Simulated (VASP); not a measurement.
# Si5O (F-43m) in VASP: a series of runs, part 2 of 2

VASP 6.6.1. Earlier steps stand in the parts before.

**3. Single point, PBE, collinear spin, ferromagnetic start**

Input file INCAR:

```
SYSTEM = Si5O
  PREC = Accurate
  ENCUT = 520
  EDIFF = 1E-6
  ISMEAR = 0
  SIGMA = 0.1
  LREAL = .False.
  LASPH = .True.
  NELM = 150
  ALGO = Normal
  ISIF = 2
  LWAVE = .False.
  LCHARG = .False.
  ISPIN = 2
  MAGMOM = 0 0 0 0 0 1
  LORBIT = 11
  GGA = PE
  NBANDS = 26
```

Input file KPOINTS:

```
regular mesh
0
Gamma
  4 4 4
  0 0 0
```

Input file POSCAR:

```
Si5O
1.0
    0.0000000000      3.4152222700      3.4152222700
    3.4152222700      0.0000000000      3.4152222700
    3.4152222700      3.4152222700      0.0000000000
Si O
5 1
Direct
    0.2500000000      0.2500000000      0.2500000000
    0.1283094900      0.6238968400      0.6238968400
    0.6238968400      0.6238968400      0.6238968400
    0.6238968400      0.6238968400      0.1283094900
    0.6238968400      0.1283094900      0.6238968400
    0.0000000000      0.0000000000      0.0000000000
```

Potentials or basis: VASP PAW PBE potentials, release 64 (Si, O).

Launch:

```sh
$ cat potpaw_PBE.64/Si/POTCAR potpaw_PBE.64/O/POTCAR > POTCAR
$ mpirun -np 1 vasp_std > vasp.out
```

OUTCAR:

```text
SYSTEM = Si5O
   PREC = Accurate
   ENCUT = 520
   EDIFF = 1E-6
   ISMEAR = 0
   LREAL = .False.
   LASPH = .True.
   NELM = 150
   ISIF = 2
   ISPIN = 2
   LORBIT = 11
   GGA = PE

 ion  position               nearest neighbor table
   1  0.250  0.250  0.250-   2 2.83   5 2.83   2 2.83   4 2.83   4 2.83   5 2.83   3 2.83   3 2.83
                             3 2.83   2 2.83   4 2.83   5 2.83
   2  0.128  0.624  0.624-   3 2.39   4 2.39   5 2.39   5 2.44   4 2.44   3 2.44   1 2.83   1 2.83
                             1 2.83
   3  0.624  0.624  0.624-   2 2.39   4 2.39   5 2.39   2 2.44   5 2.44   4 2.44   1 2.83   1 2.83
                             1 2.83
   4  0.624  0.624  0.128-   2 2.39   3 2.39   5 2.39   5 2.44   2 2.44   3 2.44   1 2.83   1 2.83
                             1 2.83
   5  0.624  0.128  0.624-   2 2.39   3 2.39   4 2.39   2 2.44   4 2.44   3 2.44   1 2.83   1 2.83
                             1 2.83
   6  0.000  0.000  0.000-

  LATTYP: Found a face centered cubic cell.
 ALAT       =     6.8304445400

  Lattice vectors:

 A1 = (   0.0000000000,   3.4152222700,   3.4152222700)
 A2 = (   3.4152222700,   0.0000000000,   3.4152222700)
 A3 = (   3.4152222700,   3.4152222700,   0.0000000000)

Analysis of symmetry for initial positions (statically):
=====================================================================
 Subroutine PRICEL returns:
 Original cell was already a primitive cell.

 Routine SETGRP: Setting up the symmetry group for a
 face centered cubic supercell.

 Subroutine GETGRP returns: Found 24 space group operations
 (whereof 24 operations were pure point group operations)
 out of a pool of 48 trial point group operations.

The static configuration has the point symmetry T_d .

Analysis of symmetry for dynamics (positions and initial velocities):
=====================================================================
 Subroutine PRICEL returns:
 Original cell was already a primitive cell.

 Routine SETGRP: Setting up the symmetry group for a
 face centered cubic supercell.

 Subroutine GETGRP returns: Found 24 space group operations
 (whereof 24 operations were pure point group operations)
 out of a pool of 48 trial point group operations.

The dynamic configuration has the point symmetry T_d .

Analysis of structural, dynamic, and magnetic symmetry:
=====================================================================
 Subroutine PRICEL returns:
 Original cell was already a primitive cell.

 Routine SETGRP: Setting up the symmetry group for a
 face centered cubic supercell.

 Subroutine GETGRP returns: Found 24 space group operations
 (whereof 24 operations were pure point group operations)
 out of a pool of 48 trial point group operations.

The overall configuration has the point symmetry T_d .

 Subroutine INISYM returns: Found 24 space group operations
 (whereof 24 operations are pure point group operations),
 and found     1 'primitive' translations

----------------------------------------------------------------------------------------

                                     Primitive cell

  volume of cell :      79.6686

  direct lattice vectors                    reciprocal lattice vectors
     0.000000000  3.415222270  3.415222270    -0.146403355  0.146403355  0.146403355
     3.415222270  0.000000000  3.415222270     0.146403355 -0.146403355  0.146403355
     3.415222270  3.415222270  0.000000000     0.146403355  0.146403355 -0.146403355

  length of vectors
[... 81 lines left out ...]
   POTIM  = 0.5000    time-step for ionic-motion
   TEBEG  =    0.0;   TEEND  =   0.0 temperature during run
   PSTRESS=    0.0 pullay stress
   NELECT =      26.0000    total number of electrons
   NUPDOWN=      -1.0000    fix difference up-down
   EMIN   =  10.00;   EMAX   =-10.00  energy-range for DOS
   EFERMI =   0.00;   METHOD = LEGACY
   ISMEAR =     0;   SIGMA  =   0.10  broadening in eV -4-tet -1-fermi 0-gaus
   EFERMI_NEDOS =   21; number of points for ismear=-14 and -15
   IALGO  =     38    algorithm
   IMIX   =      4    mixing-type and parameters
     AMIX     =   0.40;   BMIX     =  1.00
     AMIX_MAG =   1.60;   BMIX_MAG =  1.00
  volume/ion in A,a.u.               =      13.28        89.60
  Fermi-wavevector in a.u.,A,eV,Ry     =   1.127120  2.129949 17.284847  1.270400
  Thomas-Fermi vector in A             =   2.263805
   LORBIT       =     11    0 simple, 1 ext, 2 COOP (PROOUT), +10 PAW based schemes
   GGA     = PE    functional components
   LHFCALC =     F    Hartree Fock is set to
   AEXX    =    0.0000 exact exchange contribution
   IVDW    =     0    specifies the selected vdW correction
   LEPSILON=     F    determine dielectric tensor
   LRPA    =     F    only Hartree local field effects (RPA)
 spin polarized calculation
 Gauss-broadening in eV      SIGMA  =   0.10
  energy-cutoff  :      520.00
  volume of cell :       79.67
 maximum number of plane-waves:      2180
   NGX = 17   NGY = 17   NGZ = 17

 number of electron      26.0000006 magnetization       0.0028800

 Free energy of the ion-electron system (eV)
  ---------------------------------------------------
  ext. energy  EPLUGINS =         0.00000000
  ---------------------------------------------------
  free energy    TOTEN  =       -27.92104453 eV

  energy without entropy =      -27.89662516  energy(sigma->0) =      -27.90883484

 E-fermi :   9.2250     XC(G=0): -11.1879

 val. band max:        9.1864352826   @ k =  -0.2500   0.2500   0.0000
 cond. band min:       9.2595035896   @ k =   0.2500   0.0000   0.0000
 fundamental gap:      0.0730683070
 Fermi energy:         9.2250373142

 spin component 1

 k-point     1 :       0.0000    0.0000    0.0000
  band No.  band energies     occupation
      1      -7.8695      1.00000
      2      -4.4336      1.00000
      3       1.3948      1.00000
      4       3.7766      1.00000
      5       3.7766      1.00000
      6       3.7766      1.00000
[... 213 lines left out ...]
     24      15.9013      0.00000
     25      17.3414      0.00000
 Fermi energy:         9.2250373142

 spin component 2

 k-point     1 :       0.0000    0.0000    0.0000
  band No.  band energies     occupation
      1      -7.8677      1.00000
      2      -4.4328      1.00000
      3       1.3951      1.00000
      4       3.7772      1.00000
      5       3.7772      1.00000
      6       3.7772      1.00000
[... 213 lines left out ...]
     24      15.9017      0.00000
     25      17.3417      0.00000
 [bands above 25 left out]

------------------------ aborting loop because EDIFF is reached ----------------------------------------

  FORCE on cell =-STRESS in cart. coord.  units (eV):
  Direction    XX          YY          ZZ          XY          YZ          ZX
  --------------------------------------------------------------------------------------
  -------------------------------------------------------------------------------------
  Total        5.0532189      5.0532189      5.0532189      0.0000000      0.0000000      0.0000000
  in kB      101.6229443    101.6229443    101.6229443      0.0000000      0.0000000      0.0000000
  external PRESSURE =     101.6229443 kB  Pullay stress =       0.0000000 kB

 VOLUME and BASIS-vectors are now :
 -----------------------------------------------------------------------------
  energy-cutoff  :      520.00
  volume of cell :       79.67
      direct lattice vectors                 reciprocal lattice vectors
     0.000000000  3.415222270  3.415222270    -0.146403355  0.146403355  0.146403355
     3.415222270  0.000000000  3.415222270     0.146403355 -0.146403355  0.146403355
     3.415222270  3.415222270  0.000000000     0.146403355  0.146403355 -0.146403355

 POSITION                                       TOTAL-FORCE (eV/Angst)
 -----------------------------------------------------------------------------------
      1.70761      1.70761      1.70761        -0.000000     -0.000000     -0.000000
      4.26149      2.56895      2.56895         0.472281     -0.472281     -0.472281
      4.26149      4.26149      4.26149         0.472281      0.472281      0.472281
      2.56895      2.56895      4.26149        -0.472281     -0.472281      0.472281
      2.56895      4.26149      2.56895        -0.472281      0.472281     -0.472281
      0.00000      0.00000      0.00000        -0.000000     -0.000000     -0.000000
 -----------------------------------------------------------------------------------
    total drift:                               -0.000002     -0.000002     -0.000002

  FREE ENERGIE OF THE ION-ELECTRON SYSTEM (eV)
  ---------------------------------------------------
  free  energy   TOTEN  =       -27.9210445261 eV

  energy  without entropy=      -27.8966251618  energy(sigma->0) =      -27.90883484

 total charge

# of ion       s       p       d       tot
------------------------------------------
    1        0.935   0.554   0.000   1.489
    2        0.820   0.811   0.000   1.631
    3        0.820   0.811   0.000   1.631
    4        0.820   0.811   0.000   1.631
    5        0.820   0.811   0.000   1.631
    6        1.607   3.180   0.000   4.787
--------------------------------------------------
tot          5.823   6.977   0.000  12.800

 magnetization (x)

# of ion       s       p       d       tot
------------------------------------------
    1        0.000  -0.000   0.000  -0.000
    2        0.000   0.000   0.000   0.000
    3        0.000   0.000   0.000   0.000
    4        0.000   0.000   0.000   0.000
    5        0.000   0.000   0.000   0.000
    6        0.000   0.001   0.000   0.001
--------------------------------------------------
tot          0.000   0.002   0.000   0.002
```

Run time: 28 s. Hardware: 1 thread of AMD EPYC 9R45 (Zen 5), shared host; peak memory 0.2 GiB.

Results:

```
Free energy                                           : -27.9210 eV
Pressure                                              : 10.2 GPa
Largest force                                         : 0.818 eV/Å
Band gap on the k mesh                                : zero (filled and empty bands overlap)
Net moment                                            : 0.00 μB per cell
Valence electrons inside the program's atomic spheres : Si 1.49, 1.63; O 4.79
```

Forces in eV/Å, atoms in the order of the input:
```
Si   0.000  0.000  0.000
Si   0.472 -0.472 -0.472
Si   0.472  0.472  0.472
Si  -0.472 -0.472  0.472
Si  -0.472  0.472 -0.472
O    0.000  0.000  0.000
```

Caveat: the k points lie up to 0.40 Å⁻¹ apart.

**4. Single point, PBE, collinear spin, ferromagnetic start**

This run uses another cell than the first one, of 14.48 Å³/atom, 1.091 times its volume.

Input file INCAR:

```
  ALGO = Normal
  EDIFF = 1E-6
  ENCUT = 520
  GGA = PE
  ISIF = 2
  ISMEAR = 0
  ISPIN = 2
  LASPH = True
  LCHARG = False
  LORBIT = 11
  LREAL = False
  LWAVE = False
  MAGMOM = 0 0 0 0 0 1
  NBANDS = 26
  NELM = 150
  PREC = Accurate
  SIGMA = 0.1
```

Input file KPOINTS:

```
k-points
0
Gamma
  4 4 4
```

Input file POSCAR:

```
Si5O
1.0
    0.0000000000      3.5154514423      3.5154514423
    3.5154514423      0.0000000000      3.5154514423
    3.5154514423      3.5154514423      0.0000000000
Si O
5 1
Direct
    0.7500000000      0.7500000000      0.7500000000
    0.3742571178      0.3742571178      0.8772286466
    0.3742571178      0.8772286466      0.3742571178
    0.3742571178      0.3742571178      0.3742571178
    0.8772286466      0.3742571178      0.3742571178
    0.0000000000      0.0000000000      0.0000000000
```

Launch:

```sh
$ cat potpaw_PBE.64/Si/POTCAR potpaw_PBE.64/O/POTCAR > POTCAR
$ mpirun -np 1 vasp_std > vasp.out
```

Wall time 31 s (1 thread of AMD EPYC 9R45 (Zen 5), shared host); peak memory 0.24 GiB.

Results (log left out):

```yaml
Free_energy: -28.1707 eV
Pressure: 0.1 GPa
Largest_force: 0.004 eV/Å
Band_gap_on_the_k_mesh: zero (filled and empty bands overlap)
Net_moment: 0.00 μB per cell
Valence_electrons_inside_the_program's_atomic_spheres: Si 1.47, 1.58; O 4.77
```

Forces on the atoms (eV/Å):
```
Si   0.000  0.000  0.000
Si  -0.002 -0.002  0.002
Si  -0.002  0.002 -0.002
Si   0.002  0.002  0.002
Si   0.002 -0.002 -0.002
O    0.000  0.000  0.000
```

Levels at points of the mesh, in eV from the Fermi level:
Spin up:
| k point | band 11 | band 12 | band 13 | band 14 | band 15 | band 16 |
| --- | --- | --- | --- | --- | --- | --- |
| (0.00, 0.00, 0.00) | -2.41 | -2.41 | -2.41 | -1.70 | -1.70 | 2.48 |
| (0.50, 0.00, 0.00) | -1.18 | -1.18 | 0.10 | 0.10 | 0.52 | 2.40 |
| (0.50, 0.50, 0.00) | -0.47 | 0.18 | 0.18 | 0.57 | 1.40 | 1.78 |
Spin down:
```
           k point  band 10  band 11  band 12  band 13  band 14  band 15  band 16  band 17
(0.00, 0.00, 0.00)    -4.96    -2.41    -2.41    -2.41    -1.70    -1.70     2.48     2.48
(0.50, 0.00, 0.00)    -1.96    -1.18    -1.18     0.10     0.10     0.52     2.40     2.40
(0.50, 0.50, 0.00)    -1.37    -0.47     0.18     0.18     0.57     1.40     1.78     1.81
```

Caveat: the k points lie up to 0.39 Å⁻¹ apart.

**5. Single point, PBE**

This run uses another cell than the first one, of 14.48 Å³/atom, 1.090 times its volume.

Input file INCAR:

```
SYSTEM = Si5O
  ALGO = Normal
  EDIFF = 1E-6
  ENCUT = 520
  GGA = PE
  ISIF = 2
  ISMEAR = 0
  LASPH = .True.
  LCHARG = .True.
  LELF = .True.
  LREAL = .False.
  LVHAR = .True.
  LWAVE = .False.
  NBANDS = 22
  NELM = 80
  PREC = Accurate
  SIGMA = 0.1
```

Input file KPOINTS:

```
k-points
0
Gamma
  10 10 10
  0 0 0
```

Input file POSCAR:

```
Si5O
1.0
    0.0000000000      3.5152620183      3.5152620183
    3.5152620183      0.0000000000      3.5152620183
    3.5152620183      3.5152620183      0.0000000000
Si O
5 1
Direct
    0.7500000000      0.7500000000      0.7500000000
    0.3739681743      0.3739681743      0.8780954770
    0.3739681743      0.8780954770      0.3739681743
    0.3739681743      0.3739681743      0.3739681743
    0.8780954770      0.3739681743      0.3739681743
    0.0000000000      0.0000000000      0.0000000000
```

Launch:

```sh
$ cat potpaw_PBE.64/Si/POTCAR potpaw_PBE.64/O/POTCAR > POTCAR
$ mpirun -np 1 vasp_std > vasp.out
```

Run time: 57 s. Hardware: 1 thread of AMD EPYC 9R45 (Zen 5), shared host; peak memory 0.23 GiB.

It converged, with:

- Free energy: -28.1728 eV
- Pressure: -0.1 GPa
- Band gap on the k mesh: zero (band 13 reaches 8.52 eV, above the bottom of band 14 at 6.47 eV)

Levels at points of the mesh, in eV from the Fermi level:
```tsv
k point	band 10	band 11	band 12	band 13	band 14	band 15	band 16	band 17
(0.00, 0.00, 0.00)	-4.85	-2.39	-2.39	-2.39	-1.57	-1.57	2.53	2.53
(0.50, 0.00, 0.00)	-1.96	-1.16	-1.16	0.22	0.22	0.59	2.50	2.50
(0.50, 0.50, 0.00)	-1.40	-0.40	0.30	0.30	0.70	1.53	1.93	1.93
```

**6. Relaxation of cell and atoms, PBE**

This run uses another cell than the first one, of 14.48 Å³/atom, 1.091 times its volume.

Input file INCAR:

```
SYSTEM = Si5O
ALGO     = Normal         ! electronic algorithm
EDIFF    = 1E-6           ! SCF threshold, eV
EDIFFG   = -0.01          ! ionic threshold
ENCUT    = 600            ! plane-wave cutoff, eV
GGA      = PE             ! functional
IBRION   = 2              ! ionic algorithm
ISIF     = 3              ! what is computed and relaxed
ISMEAR   = 0              ! smearing method
LASPH    = .TRUE.         ! aspherical terms in the spheres
LCHARG   = .FALSE.        ! write CHGCAR
LREAL    = .FALSE.        ! projectors in reciprocal space
LWAVE    = .FALSE.        ! write WAVECAR
NELM     = 100            ! most SCF steps
NSW      = 100            ! ionic steps
PREC     = Accurate       ! precision mode
SIGMA    = 0.1            ! smearing width, eV
```

Input file KPOINTS:

```
k-points
0
G
  10 10 10
  0 0 0
```

Input file POSCAR:

```
Si5O
1.0
    0.0000000000      3.5154514423      3.5154514423
    3.5154514423      0.0000000000      3.5154514423
    3.5154514423      3.5154514423      0.0000000000
Si O
5 1
Direct
    0.7500000000      0.7500000000      0.7500000000
    0.3742571178      0.3742571178      0.8772286466
    0.3742571178      0.8772286466      0.3742571178
    0.3742571178      0.3742571178      0.3742571178
    0.8772286466      0.3742571178      0.3742571178
    0.0000000000      0.0000000000      0.0000000000
```

Potentials or basis: VASP PAW PBE potentials, release 64 (Si, O).

Launch:

```sh
$ cat potpaw_PBE.64/Si/POTCAR potpaw_PBE.64/O/POTCAR > POTCAR
$ mpirun -np 1 vasp_std > vasp.out
```

Run time: 85 s. Hardware: 1 thread of AMD EPYC 9R45 (Zen 5), shared host; peak memory 0.25 GiB.

It converged, with:

- Free energy: -28.1742 eV
- Relaxed volume: 14.47 Å³/atom
- Relaxed cell: a = 4.970 Å, b = 4.970 Å, c = 4.970 Å, α = 60.00°, β = 60.00°, γ = 60.00°
- Space group after relaxing (to 0.05 Å): F-43m (No. 216)
- Energy gained by relaxing: 0.1 meV/atom
- Ionic steps: 3
- Pressure after relaxing: 0.0 GPa
- Band gap on the k mesh: zero (band 13 reaches 8.53 eV, above the bottom of band 14 at 6.48 eV)

The path:
```tsv
step	energy change (eV)	largest force (eV/Å)	pressure (GPa)	volume (Å³)
1	0.0000	0.0972	-0.09	86.89
2	-0.0006	0.0352	0.00	86.79
3	-0.0007	0.0003	-0.01	86.82
```

Final structure:
```xyz
6
Lattice="0.0000 3.5145 3.5145 3.5145 0.0000 3.5145 3.5145 3.5145 0.0000" Properties=species:S:1:pos:R:3 pbc="T T T"
Si    5.2717    5.2717    5.2717
Si    4.4003    4.4003    2.6286
Si    4.4003    2.6286    4.4003
Si    2.6286    2.6286    2.6286
Si    2.6286    4.4003    4.4003
O     0.0000    0.0000    0.0000
```

Levels at points of the mesh, in eV from the Fermi level:
| k point | band 11 | band 12 | band 13 | band 14 | band 15 | band 16 |
| --- | --- | --- | --- | --- | --- | --- |
| (0.00, 0.00, 0.00) | -2.39 | -2.39 | -2.39 | -1.58 | -1.58 | 2.53 |
| (0.50, 0.00, 0.00) | -1.16 | -1.16 | 0.22 | 0.22 | 0.59 | 2.50 |
| (0.50, 0.50, 0.00) | -0.40 | 0.30 | 0.30 | 0.70 | 1.53 | 1.93 |

**7. The runs side by side**

| task | spin | cell | k mesh | cutoff (eV) | gap on the mesh (eV) | pressure (GPa) | moment (μB) | relaxed volume (Å³/atom) |
| --- | --- | --- | --- | --- | --- | --- | --- | --- |
| relaxation of cell and atoms | off | relaxed from a = 4.830 Å, angles 60.0°, 6 atoms | 4 × 4 × 4 | 600 | none | -0.1 | - | 14.51 |
| single point | collinear, ferromagnetic start | a = 4.830 Å, angles 60.0°, 6 atoms | 4 × 4 × 4 | 520 | none | 10.2 | 0.00 | - |
| single point | collinear, ferromagnetic start | a = 4.972 Å, angles 60.0°, 6 atoms | 4 × 4 × 4 | 520 | none | 0.1 | 0.00 | - |
| single point | off | a = 4.971 Å, angles 60.0°, 6 atoms | 10 × 10 × 10 | 520 | none | -0.1 | - | - |
| relaxation of cell and atoms | off | relaxed from a = 4.972 Å, angles 60.0°, 6 atoms | 10 × 10 × 10 | 600 | none | 0.0 | - | 14.47 |

Some of these runs hold the atoms at other places in the same cell, which the table doesn't show; runs alike in all that it shows share one row.

Alike in all rows: level PBE; potentials or basis VASP PAW PBE potentials, release 64 (Si, O); smearing gaussian 0.1 eV.

Caveats: some runs use coarse meshes.

Absolute energies hang on the potentials; compare differences alone.
